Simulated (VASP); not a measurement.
## Te2Mo: single point with PBEsol+D3(BJ)

Te2Mo, a slab with vacuum:

```
Te Mo
1.0
     6.27843    0.00000    0.01217
     0.00000    3.31079    0.00000
    -0.01539    0.00000   36.15939
Te Mo
4 2
Direct
  0.43339 0.75000 0.54152
  0.56661 0.25000 0.45848
  0.92322 0.25000 0.55697
  0.07678 0.75000 0.44303
  0.18359 0.25000 0.49787
  0.81641 0.75000 0.50213
```

| Property | Result |
| --- | --- |
| Program | VASP 6.6.1 |
| Task | single point |
| Functional | PBEsol |
| Dispersion | D3(BJ) |
| Potentials or basis | VASP PAW PBE potentials, release 64 (Te, Mo_sv) |
| Cutoff | 500 eV |
| k mesh | 4 × 8 × 1 |
| Occupations | fermi-dirac, width 0.05 eV |
| Spin | no spin polarisation |

* Largest force: 0.033 eV/Å
* Band gap on the k mesh: zero (bands 26 and 27 overlap by 0.62 eV)
* Dispersion energy per atom: -0.355 eV

Forces in eV/Å, atoms in the order of the input:
```
Te   0.002  0.000  0.023
Te  -0.002  0.000 -0.023
Te   0.000  0.000  0.033
Te   0.000  0.000 -0.033
Mo   0.010  0.000  0.006
Mo  -0.010  0.000 -0.006
```

Levels at points of the mesh, in eV from the Fermi level:
```csv
k point,band 23,band 24,band 25,band 26,band 27,band 28,band 29,band 30
"(0.00, 0.00, 0.00)",-1.30,-0.49,-0.40,0.40,0.58,1.34,1.60,2.00
"(0.50, 0.00, 0.00)",-1.68,-1.18,-0.66,-0.35,-0.21,1.30,1.57,1.85
"(0.00, 0.50, 0.00)",-1.88,-1.88,-1.58,-1.58,1.09,1.09,1.57,1.57
"(0.50, 0.50, 0.00)",-1.83,-1.83,-1.02,-1.02,1.16,1.16,1.76,1.76
```

Run time: 23 min on 1 thread of Oxide Virtual Turin-like Processor (shared host), peak memory 0.8 GiB.

Caveat: there is no dipole correction, which matters where the two faces differ; the PAW data sets were made with another functional, which shifts forces and pressure a little; spin-orbit coupling is left out, which moves the levels of the heavy elements.
